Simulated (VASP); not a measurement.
Write the native input for VASP 6.6.1 that does the following.

```yaml
Task: single point
Functional: revPBE
Dispersion: D3(BJ)
Potentials_or_basis: VASP PAW PBE potentials, release 64 (Hf_pv, B)
Cutoff: 520 eV
k_mesh: 10 × 10 × 8
Occupations: fermi-dirac, width 0.05 eV
Spin: no spin polarisation
Dipole_correction: no
Further_INCAR_settings: ALGO = Normal; EDIFF = 1e-07; NBANDS = 15
```

The structure of HfB2 lies in POSCAR:

```
HfB2
1.0
    3.1120084308      0.0000000000      0.0000000000
   -1.5560042154      2.6950783579      0.0000000000
    0.0000000000      0.0000000000      3.4479736307
Hf B
1 2
Direct
    0.0000000000      0.0000000000      0.0000000000
    0.6666666667      0.3333333333      0.5000000000
    0.3333333333      0.6666666667      0.5000000000
```

These files were run (other wordings do the same):

INCAR

```
  ALGO = Normal
  EDIFF = 1E-7
  ENCUT = 520
  GGA = RE
  ISIF = 2
  ISMEAR = -1
  IVDW = 12
  LASPH = True
  LCHARG = False
  LREAL = False
  LWAVE = False
  NBANDS = 15
  NELM = 80
  PREC = Accurate
  SIGMA = 0.05
```

KPOINTS

```
k-points
0
Gamma
  10 10 8
```

Potentials or basis: VASP PAW PBE potentials, release 64 (Hf_pv, B).

Command:

```sh
$ cat potpaw_PBE.64/Hf_pv/POTCAR potpaw_PBE.64/B/POTCAR > POTCAR
$ mpirun -np 1 vasp_std > vasp.out
```

Results of the run:

```yaml
Pressure: -0.4 GPa
Band_gap_on_the_k_mesh: zero (band 8 reaches 8.57 eV, above the bottom of band 9 at 7.72 eV)
Dispersion_energy_per_atom: -0.698 eV
```

Caveat: the PAW data sets were made with another functional, which shifts forces and pressure a little; spin-orbit coupling is left out, which moves the levels of the heavy elements; pairwise dispersion overbinds metals, which lowers pressure and volume.

It took 13 s on 1 thread of Intel(R) Xeon(R) Platinum 8488C (Sapphire Rapids), with other jobs on the host, peak memory 0.17 GiB.
